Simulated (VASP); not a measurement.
**LaTe4: single point with PBE**

The system is LaTe4.

```
CELL_PARAMETERS angstrom
4.49141 0.00000 0.00000
0.00000 4.49141 0.00000
0.00000 0.00000 9.16349
ATOMIC_POSITIONS crystal
La 0.00000 0.00000 0.43507
Te 0.50000 0.00000 0.17573
Te 0.00000 0.50000 0.17573
Te 0.50000 0.50000 0.67143
Te 0.00000 0.00000 0.76273
```

* Program: VASP 6.6.1
* Task: single point
* Functional: PBE
* Potentials or basis: VASP PAW PBE potentials, release 64 (La, Te)
* Cutoff: 520 eV
* k mesh: 4 × 4 × 2
* Occupations: gaussian, width 0.1 eV
* Spin: no spin polarisation
* Dipole correction: no
* Further INCAR settings: ALGO = Normal; EDIFF = 1e-06; NBANDS = 26

The pressure is 0.0 GPa and the largest force is 0.006 eV/Å.

Forces on the atoms (eV/Å):
```
La   0.000  0.000 -0.006
Te   0.000  0.000  0.005
Te   0.000  0.000  0.005
Te   0.000  0.000  0.001
Te   0.000  0.000 -0.006
```

Stress tensor (GPa, compression positive):
```
-0.04  0.00  0.00
 0.00 -0.04  0.00
 0.00  0.00  0.10
```

Levels at points of the mesh, in eV from the Fermi level:
| k point | band 15 | band 16 | band 17 | band 18 | band 19 | band 20 |
| --- | --- | --- | --- | --- | --- | --- |
| (0.00, 0.00, 0.00) | -1.76 | -1.39 | 1.04 | 1.04 | 1.11 | 1.18 |
| (0.50, 0.00, 0.00) | -1.83 | -1.67 | -1.57 | -1.52 | -1.06 | -0.85 |
| (0.50, 0.50, 0.00) | -2.10 | -2.03 | 0.82 | 0.82 | 1.43 | 1.53 |
| (0.00, 0.00, 0.50) | -1.41 | -1.41 | 1.03 | 1.03 | 1.10 | 1.18 |
| (0.50, 0.00, 0.50) | -1.78 | -1.72 | -1.52 | -1.47 | -0.87 | -0.84 |
| (0.50, 0.50, 0.50) | -2.09 | -1.72 | 0.91 | 0.91 | 1.19 | 1.53 |

It took 2.1 min on 1 thread of Oxide Virtual Turin-like Processor (shared host), peak memory 0.28 GiB.

Caveat: spin-orbit coupling is left out, which moves the levels of the heavy elements.
